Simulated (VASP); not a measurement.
# CdSe (pbe) (I-4m2) in VASP: notebook

Runs on CdSe (pbe). Level: PBE. Tasks: single point, relaxation of the atoms.

Everything below comes from runs of VASP 6.6.1. Logs are shortened: lines on timing, memory, paths and dates and some standing lists are left out, and cuts for length are marked.

## 1. The cell of the first run

The structure is tetragonal, space group I-4m2 (No. 119). The conventional cell has a = 4.250 Å, b = 4.250 Å, c = 6.308 Å, α = 90.00°, β = 90.00°, γ = 90.00°. Within 3.5 Å of Cd (site symmetry -4m2) lie 4 Se at 2.65 Å. Se (site symmetry -4m2) has 4 Cd at 2.65 Å within 3.5 Å.

## 2. Single point, PBE (strained cell)

Input file INCAR:

```
SYSTEM = CdSe
PREC = Accurate ; ENCUT = 500
EDIFF = 1E-6 ; ISMEAR = 0
SIGMA = 0.02 ; LREAL = .FALSE.
LASPH = .TRUE. ; NELM = 120
ALGO = Normal ; ISIF = 2
LWAVE = .FALSE. ; LCHARG = .FALSE.
GGA = PE ; NBANDS = 16
GGA_COMPAT = .FALSE.
```

Input file KPOINTS:

```
Automatic mesh
0
G
  8 8 8
  0 0 0
```

Input file POSCAR:

```
CdSe
1.0
    0.0000000000      3.0054357831      3.1541583786
    3.0054357831      0.0000000000      3.1541583786
    3.0054357831      3.0054357831      0.0000000000
Cd Se
1 1
Direct
    0.0000000000      0.0000000000      0.0000000000
    0.2500000000      0.2500000000      0.2500000000
```

Potentials or basis: VASP PAW PBE potentials, release 64 (Cd, Se).

Launch:

```sh
cat potpaw_PBE.64/Cd/POTCAR potpaw_PBE.64/Se/POTCAR > POTCAR
mpirun -np 1 vasp_std > vasp.out
```

OUTCAR:

```text
SYSTEM = CdSe
   PREC = Accurate
   ENCUT = 500
   EDIFF = 1E-6
   ISMEAR = 0
   LREAL = .FALSE.
   LASPH = .TRUE.
   NELM = 120
   ISIF = 2
   GGA = PE

 ion  position               nearest neighbor table
   1  0.000  0.000  0.000-   2 2.65   2 2.65   2 2.65   2 2.65
   2  0.250  0.250  0.250-   1 2.65   1 2.65   1 2.65   1 2.65

  LATTYP: Found a body centered tetragonal cell.
 ALAT       =     4.2503280453
 C/A-ratio  =     1.4841952645

  Lattice vectors:

 A1 = (  -3.0054357831,   0.0000000000,   3.1541583786)
 A2 = (   3.0054357831,   0.0000000000,   3.1541583786)
 A3 = (   0.0000000000,   3.0054357831,  -3.1541583786)

Analysis of symmetry for initial positions (statically):
=====================================================================
 Subroutine PRICEL returns:
 Original cell was already a primitive cell.

 Routine SETGRP: Setting up the symmetry group for a
 body centered tetragonal supercell.

 Subroutine GETGRP returns: Found  8 space group operations
 (whereof  8 operations were pure point group operations)
 out of a pool of 16 trial point group operations.

The static configuration has the point symmetry D_2d.

Analysis of symmetry for dynamics (positions and initial velocities):
=====================================================================
 Subroutine PRICEL returns:
 Original cell was already a primitive cell.

 Routine SETGRP: Setting up the symmetry group for a
 body centered tetragonal supercell.

 Subroutine GETGRP returns: Found  8 space group operations
 (whereof  8 operations were pure point group operations)
 out of a pool of 16 trial point group operations.

The dynamic configuration has the point symmetry D_2d.

 Subroutine INISYM returns: Found  8 space group operations
 (whereof  8 operations are pure point group operations),
 and found     1 'primitive' translations

----------------------------------------------------------------------------------------

                                     Primitive cell

  volume of cell :      56.9808

  direct lattice vectors                    reciprocal lattice vectors
     0.000000000  3.005435783  3.154158379    -0.166365225  0.166365225  0.158520892
     3.005435783  0.000000000  3.154158379     0.166365225 -0.166365225  0.158520892
     3.005435783  3.005435783  0.000000000     0.166365225  0.166365225 -0.158520892
[... 76 lines left out ...]
   ISTART =      0    job   : 0-new  1-cont  2-samecut
   ICHARG =      2    charge: 1-file 2-atom 10-const
   ISPIN  =      1    spin polarized calculation?
   LNONCOLLINEAR =      F non collinear calculations
   LSORBIT =      F    spin-orbit coupling
   LASPH  =      T    aspherical Exc in radial PAW
   ENCUT  =  500.0 eV  36.75 Ry    6.06 a.u.   7.94  7.94  7.75*2*pi/ulx,y,z
   NELM   =    120;   NELMIN=  2; NELMDL= -5     # of ELM steps
   EDIFF  = 0.1E-05   stopping-criterion for ELM
   LREAL  =      F    real-space projection
   EDIFFG = 0.1E-04   stopping-criterion for IOM
   NSW    =      0    number of steps for IOM
   IBRION =     -1    ionic relax: 0-MD 1-quasi-New 2-CG
   NFREE  =      0    steps in history (QN), initial steepest desc. (CG)
   ISIF   =      2    stress and relaxation
   ISYM   =      2    0-nonsym 1-usesym 2-fastsym
   POTIM  = 0.5000    time-step for ionic-motion
   TEBEG  =    0.0;   TEEND  =   0.0 temperature during run
   PSTRESS=    0.0 pullay stress
   NELECT =      18.0000    total number of electrons
   NUPDOWN=      -1.0000    fix difference up-down
   EMIN   =  10.00;   EMAX   =-10.00  energy-range for DOS
   EFERMI =   0.00;   METHOD = LEGACY
   ISMEAR =     0;   SIGMA  =   0.02  broadening in eV -4-tet -1-fermi 0-gaus
   EFERMI_NEDOS =   21; number of points for ismear=-14 and -15
   IALGO  =     38    algorithm
   IMIX   =      4    mixing-type and parameters
     AMIX     =   0.40;   BMIX     =  1.00
     AMIX_MAG =   1.60;   BMIX_MAG =  1.00
  volume/ion in A,a.u.               =      28.49       192.26
  Fermi-wavevector in a.u.,A,eV,Ry     =   1.114952  2.106954 16.913649  1.243118
  Thomas-Fermi vector in A             =   2.251552
   LORBIT       =      0    0 simple, 1 ext, 2 COOP (PROOUT), +10 PAW based schemes
   GGA     = PE    functional components
   LHFCALC =     F    Hartree Fock is set to
   AEXX    =    0.0000 exact exchange contribution
   IVDW    =     0    specifies the selected vdW correction
   LEPSILON=     F    determine dielectric tensor
   LRPA    =     F    only Hartree local field effects (RPA)
 non-spin polarized calculation
 Gauss-broadening in eV      SIGMA  =   0.02
  energy-cutoff  :      500.00
  volume of cell :       56.98
 maximum number of plane-waves:      1466
   NGX = 15   NGY = 15   NGZ = 15

 number of electron      18.0000002 magnetization

 Free energy of the ion-electron system (eV)
  ---------------------------------------------------
  ext. energy  EPLUGINS =         0.00000000
  ---------------------------------------------------
  free energy    TOTEN  =        -5.47469442 eV

  energy without entropy =       -5.47469442  energy(sigma->0) =       -5.47469442

 E-fermi :   1.0607     XC(G=0):  -8.8300

 val. band max:        0.8915135769   @ k =   0.0000   0.0000   0.0000
 cond. band min:       1.4135865896   @ k =   0.0000   0.0000   0.0000
 fundamental gap:      0.5220730127
 Fermi energy:         1.0607209060

 k-point     1 :       0.0000    0.0000    0.0000
  band No.  band energies     occupation
      1     -11.6779      2.00000
      2      -7.0655      2.00000
      3      -7.0426      2.00000
      4      -7.0426      2.00000
      5      -6.6976      2.00000
      6      -6.6864      2.00000
[... 433 lines left out ...]
      3      -6.9446      2.00000
      4      -6.7461      2.00000
      5      -6.6695      2.00000
      6      -6.5985      2.00000
[... 8 lines left out ...]
     15      11.8746      0.00000
     16      12.4766      0.00000

 [... further k-points ...]
[... 5 lines left out ...]
  --------------------------------------------------------------------------------------
  -------------------------------------------------------------------------------------
  Total        0.9385482      0.9385482      0.6449743      0.0000000     -0.0000000      0.0000000
  in kB       26.3899609     26.3899609     18.1352925      0.0000000     -0.0000000      0.0000000
  external PRESSURE =      23.6384047 kB  Pullay stress =       0.0000000 kB

 VOLUME and BASIS-vectors are now :
 -----------------------------------------------------------------------------
  energy-cutoff  :      500.00
  volume of cell :       56.98
      direct lattice vectors                 reciprocal lattice vectors
     0.000000000  3.005435783  3.154158379    -0.166365225  0.166365225  0.158520892
     3.005435783  0.000000000  3.154158379     0.166365225 -0.166365225  0.158520892
     3.005435783  3.005435783  0.000000000     0.166365225  0.166365225 -0.158520892

 POSITION                                       TOTAL-FORCE (eV/Angst)
 -----------------------------------------------------------------------------------
      0.00000      0.00000      0.00000        -0.000000     -0.000000      0.000000
      1.50272      1.50272      1.57708         0.000000      0.000000     -0.000000
 -----------------------------------------------------------------------------------
    total drift:                                0.000000      0.000000      0.000000

  FREE ENERGIE OF THE ION-ELECTRON SYSTEM (eV)
  ---------------------------------------------------
  free  energy   TOTEN  =        -5.4746944157 eV

  energy  without entropy=       -5.4746944157  energy(sigma->0) =       -5.47469442
```

OSZICAR:

```text
N       E                     dE             d eps       ncg     rms          rms(c)
DAV:   1     0.103268189756E+03    0.10327E+03   -0.86243E+03  1928   0.974E+02
DAV:   2    -0.201261123782E+01   -0.10528E+03   -0.99745E+02  2288   0.243E+02
DAV:   3    -0.583678458132E+01   -0.38242E+01   -0.38183E+01  2240   0.483E+01
DAV:   4    -0.585305915028E+01   -0.16275E-01   -0.16274E-01  2448   0.312E+00
DAV:   5    -0.585316471297E+01   -0.10556E-03   -0.10556E-03  2352   0.219E-01    0.604E+00
DAV:   6    -0.549533086071E+01    0.35783E+00   -0.54373E-01  2760   0.876E+00    0.480E+00
DAV:   7    -0.547349885419E+01    0.21832E-01   -0.14474E-01  2224   0.252E+00    0.207E+00
DAV:   8    -0.547440235938E+01   -0.90351E-03   -0.13516E-02  2152   0.141E+00    0.250E-01
DAV:   9    -0.547457971962E+01   -0.17736E-03   -0.14245E-03  2320   0.486E-01    0.461E-02
DAV:  10    -0.547464668076E+01   -0.66961E-04   -0.15941E-04  2384   0.157E-01    0.432E-02
DAV:  11    -0.547469467146E+01   -0.47991E-04   -0.79393E-05  2272   0.566E-02    0.162E-02
DAV:  12    -0.547469441571E+01    0.25575E-06   -0.22608E-06  2088   0.185E-02
   1 F= -.54746944E+01 E0= -.54746944E+01  d E =-.361707E-35
```

It took 43 s on 1 thread of Intel Xeon 8259CL, shared host; peak memory 0.21 GiB.

What came out:

- Free energy: -5.4747 eV
- Pressure: 2.4 GPa
- Band gap on the k mesh: 0.52 eV, direct

Stress tensor (GPa, compression positive):
```
2.64 0.00 0.00
0.00 2.64 0.00
0.00 0.00 1.81
```

Caveat: the cell differs from its parent crystal (strained cell).

## 3. Relaxation of the atoms, PBE (strained cell)

Input file INCAR:

```
PREC = Accurate ; ENCUT = 450
EDIFF = 1E-7 ; ISMEAR = 0
SIGMA = 0.02 ; LREAL = F
LASPH = T ; NELM = 120
ALGO = Normal ; ISIF = 2
LWAVE = F ; LCHARG = F
GGA = PE ; IBRION = 2
NSW = 60 ; EDIFFG = -0.002
GGA_COMPAT = F ; NELMIN = 4
```

Input file KPOINTS:

```
Automatic mesh
0
Gamma
  8 8 8
```

POSCAR is that of step 2.

Potentials or basis: VASP PAW PBE potentials, release 64 (Cd, Se).

Launch:

```sh
cat potpaw_PBE.64/Cd/POTCAR potpaw_PBE.64/Se/POTCAR > POTCAR
mpirun -np 1 vasp_std > vasp.out
```

Run time: 57 s. Hardware: 1 thread of Intel Xeon 8259CL, shared host; peak memory 0.19 GiB.

The run converged. Its results:

```yaml
Free_energy: -5.4740 eV
Pressure_after_relaxing: 2.2 GPa
Band_gap_on_the_k_mesh: 0.52 eV, direct
```

Stress tensor (GPa, compression positive):
```
2.50 0.00 0.00
0.00 2.50 0.00
0.00 0.00 1.68
```

Final structure:
```xyz
2
Lattice="0.0000 3.0054 3.1542 3.0054 0.0000 3.1542 3.0054 3.0054 0.0000" Properties=species:S:1:pos:R:3 pbc="T T T"
Cd    0.0000    0.0000    0.0000
Se    1.5027    1.5027    1.5771
```

Levels at points of the mesh, in eV from the valence-band top:
```csv
k point,band 7,band 8,band 9,band 10,band 11,band 12
"(0.00, 0.00, 0.00)",-0.16,0.00,0.00,0.52,5.89,5.89
"(0.50, 0.00, 0.00)",-4.36,-0.89,-0.67,2.31,6.25,6.56
"(0.50, 0.50, 0.00)",-4.25,-1.72,-1.72,3.22,3.96,8.71
"(0.50, 0.00, 0.50)",-3.98,-1.96,-1.88,3.06,3.56,9.13
```

Caveat: the cell differs from its parent crystal (strained cell); the relaxation stopped at its first step, so nothing moved.
